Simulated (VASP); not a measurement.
# CdSe (zincblende type) (F-43m) in VASP: a series of runs

CdSe (zincblende type) is run at these levels: PBEsol; tasks: single point.

Program: VASP 6.6.1. These are calculated values, not measurements. Logs are shortened: lines on timing, memory, paths and dates and some standing lists are left out, and cuts for length are marked.

### 1 The cell of the first run

It takes space group F-43m (No. 216, cubic). Conventional cell: a = 5.646 Å, b = 5.646 Å, c = 5.646 Å, α = 90.00°, β = 90.00°, γ = 90.00°. Cd (site symmetry -43m) has 4 Se at 2.44 Å within 3.2 Å. Within 3.2 Å of Se (site symmetry -43m) lie 4 Cd at 2.44 Å.

### 2 Single point, PBEsol (volume scaled by 0.8)

The input, INCAR:

```
PREC = Accurate
ENCUT = 520
EDIFF = 1E-7
ISMEAR = -1
SIGMA = 0.08
LREAL = False
LASPH = True
NELM = 100
ALGO = Normal
ISIF = 2
LWAVE = False
LCHARG = False
GGA = PS
NBANDS = 16
```

The input, KPOINTS:

```
regular mesh
0
Gamma
  11 11 11
```

The input, POSCAR:

```
CdSe
1.0
    0.0000000000      2.8229767681      2.8229767681
    2.8229767681      0.0000000000      2.8229767681
    2.8229767681      2.8229767681      0.0000000000
Cd Se
1 1
Direct
    0.0000000000      0.0000000000      0.0000000000
    0.2500000000      0.2500000000      0.2500000000
```

Potentials or basis: VASP PAW PBE potentials, release 64 (Cd, Se).

Launch:

```console
cat potpaw_PBE.64/Cd/POTCAR potpaw_PBE.64/Se/POTCAR > POTCAR
mpirun -np 1 vasp_std > vasp.out
```

OUTCAR:

```text
PREC = Accurate
   ENCUT = 520
   EDIFF = 1E-7
   ISMEAR = -1
   LREAL = False
   LASPH = True
   NELM = 100
   ISIF = 2
   GGA = PS

 ion  position               nearest neighbor table
   1  0.000  0.000  0.000-   2 2.44   2 2.44   2 2.44   2 2.44
   2  0.250  0.250  0.250-   1 2.44   1 2.44   1 2.44   1 2.44

  LATTYP: Found a face centered cubic cell.
 ALAT       =     5.6459535362

  Lattice vectors:

 A1 = (   0.0000000000,   2.8229767681,   2.8229767681)
 A2 = (   2.8229767681,   0.0000000000,   2.8229767681)
 A3 = (   2.8229767681,   2.8229767681,   0.0000000000)

Analysis of symmetry for initial positions (statically):
=====================================================================
 Subroutine PRICEL returns:
 Original cell was already a primitive cell.

 Routine SETGRP: Setting up the symmetry group for a
 face centered cubic supercell.

 Subroutine GETGRP returns: Found 24 space group operations
 (whereof 24 operations were pure point group operations)
 out of a pool of 48 trial point group operations.

The static configuration has the point symmetry T_d .

Analysis of symmetry for dynamics (positions and initial velocities):
=====================================================================
 Subroutine PRICEL returns:
 Original cell was already a primitive cell.

 Routine SETGRP: Setting up the symmetry group for a
 face centered cubic supercell.

 Subroutine GETGRP returns: Found 24 space group operations
 (whereof 24 operations were pure point group operations)
 out of a pool of 48 trial point group operations.

The dynamic configuration has the point symmetry T_d .

 Subroutine INISYM returns: Found 24 space group operations
 (whereof 24 operations are pure point group operations),
 and found     1 'primitive' translations

----------------------------------------------------------------------------------------

                                     Primitive cell

  volume of cell :      44.9937

  direct lattice vectors                    reciprocal lattice vectors
     0.000000000  2.822976768  2.822976768    -0.177118000  0.177118000  0.177118000
     2.822976768  0.000000000  2.822976768     0.177118000 -0.177118000  0.177118000
     2.822976768  2.822976768  0.000000000     0.177118000  0.177118000 -0.177118000

  length of vectors
     3.992292032  3.992292032  3.992292032     0.306777375  0.306777375  0.306777375

  position of ions in fractional coordinates (direct lattice)
     0.000000000  0.000000000  0.000000000
     0.250000000  0.250000000  0.250000000

  ion indices of the primitive-cell ions
   primitive index   ion index
                 1           1
                 2           2

----------------------------------------------------------------------------------------

 KPOINTS: regular mesh

Automatic generation of k-mesh.
 Grid dimensions read from file:
 generate k-points for:   11   11   11

 Generating k-lattice:

  Cartesian coordinates                     Fractional coordinates (reciprocal lattice)
    -0.016101636  0.016101636  0.016101636     0.090909091  0.000000000  0.000000000
     0.016101636 -0.016101636  0.016101636     0.000000000  0.090909091  0.000000000
     0.016101636  0.016101636 -0.016101636     0.000000000  0.000000000  0.090909091

  Length of vectors
     0.027888852  0.027888852  0.027888852

  Shift w.r.t. Gamma in fractional coordinates (k-lattice)
     0.000000000  0.000000000  0.000000000

 Subroutine IBZKPT returns following result:
 ===========================================

 Found     56 irreducible k-points:

 Following reciprocal coordinates:
            Coordinates               Weight
  0.000000  0.000000  0.000000      1.000000
  0.090909  0.000000  0.000000      8.000000
  0.181818  0.000000  0.000000      8.000000
  0.272727  0.000000  0.000000      8.000000
  0.363636  0.000000  0.000000      8.000000
  0.454545  0.000000  0.000000      8.000000
[... 16 lines left out ...]
 -0.272727  0.181818  0.000000     24.000000
 -0.181818  0.181818  0.000000     12.000000
 [... further k-points ...]
   k-points           NKPTS =     56   k-points in BZ     NKDIM =     56   number of bands    NBANDS=     16
   number of dos      NEDOS =    301   number of ions     NIONS =      2
   total plane-waves  NPLWV =  27000
   dimension x,y,z NGX =    30 NGY =   30 NGZ =   30
   dimension x,y,z NGXF=    60 NGYF=   60 NGZF=   60
   ions per type =               1   1
   NGX,Y,Z   is equivalent  to a cutoff of  12.49, 12.49, 12.49 a.u.
   NGXF,Y,Z  is equivalent  to a cutoff of  24.99, 24.99, 24.99 a.u.
 SYSTEM =  unknown system
   PREC   = accura    normal or accurate (medium, high low for compatibility)
   ISTART =      0    job   : 0-new  1-cont  2-samecut
   ICHARG =      2    charge: 1-file 2-atom 10-const
   ISPIN  =      1    spin polarized calculation?
   LNONCOLLINEAR =      F non collinear calculations
   LSORBIT =      F    spin-orbit coupling
   LASPH  =      T    aspherical Exc in radial PAW
   ENCUT  =  520.0 eV  38.22 Ry    6.18 a.u.   7.42  7.42  7.42*2*pi/ulx,y,z
   NELM   =    100;   NELMIN=  2; NELMDL= -5     # of ELM steps
   EDIFF  = 0.1E-06   stopping-criterion for ELM
   LREAL  =      F    real-space projection
   EDIFFG = 0.1E-05   stopping-criterion for IOM
   NSW    =      0    number of steps for IOM
   IBRION =     -1    ionic relax: 0-MD 1-quasi-New 2-CG
   NFREE  =      0    steps in history (QN), initial steepest desc. (CG)
   ISIF   =      2    stress and relaxation
   ISYM   =      2    0-nonsym 1-usesym 2-fastsym
   POTIM  = 0.5000    time-step for ionic-motion
   TEBEG  =    0.0;   TEEND  =   0.0 temperature during run
   PSTRESS=    0.0 pullay stress
   NELECT =      18.0000    total number of electrons
   NUPDOWN=      -1.0000    fix difference up-down
   EMIN   =  10.00;   EMAX   =-10.00  energy-range for DOS
   EFERMI =   0.00;   METHOD = LEGACY
   ISMEAR =    -1;   SIGMA  =   0.08  broadening in eV -4-tet -1-fermi 0-gaus
   EFERMI_NEDOS =   21; number of points for ismear=-14 and -15
   IALGO  =     38    algorithm
   IMIX   =      4    mixing-type and parameters
     AMIX     =   0.40;   BMIX     =  1.00
     AMIX_MAG =   1.60;   BMIX_MAG =  1.00
  volume/ion in A,a.u.               =      22.50       151.82
  Fermi-wavevector in a.u.,A,eV,Ry     =   1.206281  2.279540 19.798015  1.455113
  Thomas-Fermi vector in A             =   2.341952
   LORBIT       =      0    0 simple, 1 ext, 2 COOP (PROOUT), +10 PAW based schemes
   GGA     = PS    functional components
   LHFCALC =     F    Hartree Fock is set to
   AEXX    =    0.0000 exact exchange contribution
   IVDW    =     0    specifies the selected vdW correction
   LEPSILON=     F    determine dielectric tensor
   LRPA    =     F    only Hartree local field effects (RPA)
 non-spin polarized calculation
  energy-cutoff  :      520.00
  volume of cell :       44.99
 maximum number of plane-waves:      1243
 NGX is ok and might be reduce to    30
   NGX = 15   NGY = 15   NGZ = 15

 number of electron      17.9999993 magnetization

 Free energy of the ion-electron system (eV)
  ---------------------------------------------------
  ext. energy  EPLUGINS =         0.00000000
  ---------------------------------------------------
  free energy    TOTEN  =        -5.58131721 eV

  energy without entropy =       -5.58129799  energy(sigma->0) =       -5.58130760

 E-fermi :   3.4412     XC(G=0): -10.1581

 val. band max:        2.8972501649   @ k =   0.0000   0.0000   0.0000
 cond. band min:       3.8014791276   @ k =   0.0000   0.0000   0.0000
 fundamental gap:      0.9042289627
 Fermi energy:         3.4412073829

 k-point     1 :       0.0000    0.0000    0.0000
  band No.  band energies     occupation
      1     -11.2949      2.00000
      2      -6.1170      2.00000
      3      -6.1170      2.00000
      4      -6.1170      2.00000
      5      -5.4345      2.00000
      6      -5.4345      2.00000
[... 8 lines left out ...]
     15      14.4475      0.00000
     16      14.4475      0.00000

 k-point     2 :       0.0909    0.0000    0.0000
  band No.  band energies     occupation
      1     -11.2473      2.00000
      2      -6.1003      2.00000
      3      -6.1003      2.00000
      4      -6.0909      2.00000
      5      -5.4363      2.00000
      6      -5.4363      2.00000
[... 8 lines left out ...]
     15      13.6736      0.00000
     16      13.7884      0.00000

 k-point     3 :       0.1818    0.0000    0.0000
  band No.  band energies     occupation
      1     -11.1180      2.00000
      2      -6.0578      2.00000
      3      -6.0578      2.00000
      4      -5.9953      2.00000
      5      -5.4377      2.00000
      6      -5.4377      2.00000
[... 8 lines left out ...]
     15      13.1039      0.00000
     16      13.5430      0.00000

 k-point     4 :       0.2727    0.0000    0.0000
  band No.  band energies     occupation
      1     -10.9456      2.00000
      2      -6.0085      2.00000
      3      -6.0085      2.00000
      4      -5.7874      2.00000
      5      -5.4298      2.00000
      6      -5.4298      2.00000
[... 8 lines left out ...]
     15      13.2482      0.00000
     16      13.2482      0.00000

 k-point     5 :       0.3636    0.0000    0.0000
  band No.  band energies     occupation
      1     -10.7851      2.00000
      2      -5.9720      2.00000
      3      -5.9720      2.00000
      4      -5.4334      2.00000
      5      -5.4104      2.00000
      6      -5.4104      2.00000
[... 8 lines left out ...]
     15      14.1260      0.00000
     16      14.1260      0.00000

 k-point     6 :       0.4545    0.0000    0.0000
  band No.  band energies     occupation
      1     -10.6895      2.00000
      2      -5.9550      2.00000
      3      -5.9550      2.00000
      4      -5.3924      2.00000
      5      -5.3924      2.00000
      6      -5.0212      2.00000
[... 8 lines left out ...]
     15      15.3503      0.00000
     16      15.3503      0.00000
[... 267 lines left out ...]
 k-point    21 :      -0.4545    0.1818    0.0000
  band No.  band energies     occupation
      1     -10.6063      2.00000
      2      -5.9225      2.00000
      3      -5.8624      2.00000
      4      -5.4847      2.00000
      5      -5.3925      2.00000
      6      -4.8252      2.00000
[... 8 lines left out ...]
     15      15.1945      0.00000
     16      15.4002      0.00000

 k-point    22 :      -0.3636    0.1818    0.0000
  band No.  band energies     occupation
      1     -10.6374      2.00000
      2      -5.9218      2.00000
      3      -5.8840      2.00000
      4      -5.4622      2.00000
      5      -5.4282      2.00000
      6      -4.9824      2.00000
[... 8 lines left out ...]
     15      14.1988      0.00000
     16      15.4341      0.00000

 k-point    23 :      -0.2727    0.1818    0.0000
  band No.  band energies     occupation
      1     -10.7426      2.00000
      2      -5.9322      2.00000
      3      -5.9279      2.00000
      4      -5.5521      2.00000
      5      -5.4592      2.00000
      6      -5.2769      2.00000
[... 8 lines left out ...]
     15      15.0296      0.00000
     16      16.1090      0.00000

 k-point    24 :      -0.1818    0.1818    0.0000
  band No.  band energies     occupation
      1     -10.8888      2.00000
      2      -5.9856      2.00000
      3      -5.9631      2.00000
      4      -5.7683      2.00000
      5      -5.4684      2.00000
      6      -5.3768      2.00000
[... 8 lines left out ...]
     15      14.4739      0.00000
     16      15.8412      0.00000

 [... further k-points ...]
[... 5 lines left out ...]
  --------------------------------------------------------------------------------------
  -------------------------------------------------------------------------------------
  Total        5.7513668      5.7513668      5.7513668      0.0000000      0.0000000      0.0000000
  in kB      204.7999014    204.7999014    204.7999014      0.0000000      0.0000000      0.0000000
  external PRESSURE =     204.7999014 kB  Pullay stress =       0.0000000 kB

 VOLUME and BASIS-vectors are now :
 -----------------------------------------------------------------------------
  energy-cutoff  :      520.00
  volume of cell :       44.99
      direct lattice vectors                 reciprocal lattice vectors
     0.000000000  2.822976768  2.822976768    -0.177118000  0.177118000  0.177118000
     2.822976768  0.000000000  2.822976768     0.177118000 -0.177118000  0.177118000
     2.822976768  2.822976768  0.000000000     0.177118000  0.177118000 -0.177118000

 POSITION                                       TOTAL-FORCE (eV/Angst)
 -----------------------------------------------------------------------------------
      0.00000      0.00000      0.00000         0.000000      0.000000      0.000000
      1.41149      1.41149      1.41149        -0.000000     -0.000000     -0.000000
 -----------------------------------------------------------------------------------
    total drift:                               -0.000000     -0.000000     -0.000000

  FREE ENERGIE OF THE ION-ELECTRON SYSTEM (eV)
  ---------------------------------------------------
  free  energy   TOTEN  =        -5.5813172051 eV

  energy  without entropy=       -5.5812979940  energy(sigma->0) =       -5.58130760
```

Run time: 83 s. Hardware: 1 thread of Intel Xeon 8259CL, shared host; peak memory 0.19 GiB.

What came out:

```yaml
Free_energy: -5.5813 eV
Pressure: 20.5 GPa
Band_gap_on_the_k_mesh: 0.90 eV, direct
```

Caveat: the PAW data sets were made with another functional, which shifts forces and pressure a little.

### 3 Single point, PBEsol (volume scaled by 0.88)

The input, INCAR:

```
SYSTEM = CdSe
  PREC = Accurate
  ENCUT = 520
  EDIFF = 1E-7
  ISMEAR = -1
  SIGMA = 0.08
  LREAL = .False.
  LASPH = .True.
  NELM = 80
  ALGO = Normal
  ISIF = 2
  LWAVE = .False.
  LCHARG = .False.
  GGA = PS
  NBANDS = 16
```

The input, KPOINTS:

```
regular mesh
0
Gamma
  11 11 11
  0 0 0
```

The input, POSCAR:

```
CdSe
1.0
    0.0000000000      2.9141027841      2.9141027841
    2.9141027841      0.0000000000      2.9141027841
    2.9141027841      2.9141027841      0.0000000000
Cd Se
1 1
Direct
    0.0000000000      0.0000000000      0.0000000000
    0.2500000000      0.2500000000      0.2500000000
```

Potentials or basis: VASP PAW PBE potentials, release 64 (Cd, Se).

Launch:

```console
cat potpaw_PBE.64/Cd/POTCAR potpaw_PBE.64/Se/POTCAR > POTCAR
mpirun -np 1 vasp_std > vasp.out
```

Run time: 72 s. Hardware: 1 thread of Intel Xeon 8259CL, shared host; peak memory 0.2 GiB.

Results (log left out):

- Free energy: -5.9913 eV
- Pressure: 9.6 GPa
- Band gap on the k mesh: 0.73 eV, direct

Levels at points of the mesh, in eV from the valence-band top:
| k point | band 6 | band 7 | band 8 | band 9 | band 10 | band 11 | band 12 | band 13 |
| --- | --- | --- | --- | --- | --- | --- | --- | --- |
| (0.00, 0.00, 0.00) | -7.92 | 0.00 | 0.00 | 0.00 | 0.73 | 5.81 | 5.81 | 5.81 |

Caveat: the PAW data sets were made with another functional, which shifts forces and pressure a little.
